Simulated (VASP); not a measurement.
Set up this calculation in VASP 6.6.1, as the native input.

| Quantity | Value |
| --- | --- |
| Task | single point |
| Functional | PBE |
| Potentials or basis | VASP PAW PBE potentials, release 64 (Cu) |
| Cutoff | 520 eV |
| k mesh | 18 × 18 × 18 |
| Occupations | fermi-dirac, width 0.0612256 eV |
| Spin | no spin polarisation |
| Dipole correction | no |
| Further INCAR settings | ALGO = Normal; EDIFF = 1e-07; NBANDS = 18 |

The structure of Cu lies in POSCAR:

```
Cu
1.0
    0.0000000000      2.6220962479      2.6220962479
    2.6220962479      0.0000000000      2.6220962479
    2.6220962479      2.6220962479      0.0000000000
Cu
2
Direct
    0.0000000000      0.0000000000      0.0000000000
    0.2500000000      0.2500000000      0.2500000000
```

One way to write it, as run:

INCAR

```
ALGO = Normal
EDIFF = 1E-7
ENCUT = 520
GGA = PE
ISIF = 2
ISMEAR = -1
LASPH = True
LCHARG = False
LREAL = False
LWAVE = False
NBANDS = 18
NELM = 100
PREC = Accurate
SIGMA = 0.06122561905347299
```

KPOINTS

```
k-points
0
Gamma
  18 18 18
```

Potentials or basis: VASP PAW PBE potentials, release 64 (Cu).

Command:

```bash
$ cat potpaw_PBE.64/Cu/POTCAR > POTCAR
$ mpirun -np 1 vasp_std > vasp.out
```

It gave:

```yaml
Pressure: 4.2 GPa
Band_gap_on_the_k_mesh: zero (band 11 reaches 3.90 eV, above the bottom of band 12 at 2.91 eV)
```

Wall time 2.5 min on 1 thread of Intel(R) Xeon(R) Platinum 8259CL CPU @ 2.50GHz (Skylake/Cascade Lake) (shared host), peak memory 0.23 GiB.
